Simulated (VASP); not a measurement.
## BN: single point with r2SCAN

Crystal: BN.

```
B N
1.0
     0.00000    1.80481    1.75067
     1.80481    0.00000    1.75067
     1.80481    1.80481    0.00000
B N
1 1
Direct
  0.00000 0.00000 0.00000
  0.75000 0.75000 0.75000
```

This cell differs from its parent crystal: strain -0.0300 x Voigt [0, 0, 1, 0, 0, 0].

```yaml
Program: VASP 6.6.1
Task: single point
Functional: r2SCAN
Potentials_or_basis: VASP PAW PBE potentials, release 64 (B, N)
Cutoff: 520 eV
k_mesh: 12 × 12 × 12
Occupations: gaussian, width 0.05 eV
Spin: no spin polarisation
```

```yaml
Pressure: 13.9 GPa
Band_gap_on_the_k_mesh: 4.45 eV, indirect (least direct gap 9.36 eV)
```

Stress tensor (GPa, compression positive):
```
 7.42  0.00  0.00
 0.00  7.42  0.00
 0.00  0.00 26.79
```

Levels at points of the mesh, in eV from the valence-band top:
| k point | band 1 | band 2 | band 3 | band 4 | band 5 | band 6 | band 7 | band 8 |
| --- | --- | --- | --- | --- | --- | --- | --- | --- |
| (0.00, 0.00, 0.00) | -21.90 | -0.30 | -0.30 | 0.00 | 9.36 | 9.58 | 9.58 | 11.47 |
| (0.50, 0.00, 0.00) | -17.43 | -11.61 | -2.53 | -2.04 | 10.72 | 11.27 | 12.01 | 16.59 |
| (0.50, 0.50, 0.00) | -15.71 | -9.44 | -5.77 | -5.77 | 4.45 | 9.32 | 19.67 | 19.67 |
| (0.50, 0.00, 0.50) | -16.09 | -9.91 | -5.33 | -5.31 | 5.02 | 10.08 | 19.32 | 19.80 |

It took 2.1 min on 1 thread of Intel Xeon 8259CL, with other jobs on the host, peak memory 0.14 GiB.

Caveat: the cell differs from its parent crystal (strain -0.0300 x Voigt [0, 0, 1, 0, 0, 0]); the PAW data sets were made with another functional, which shifts forces and pressure a little. A k mesh can miss the band edges.
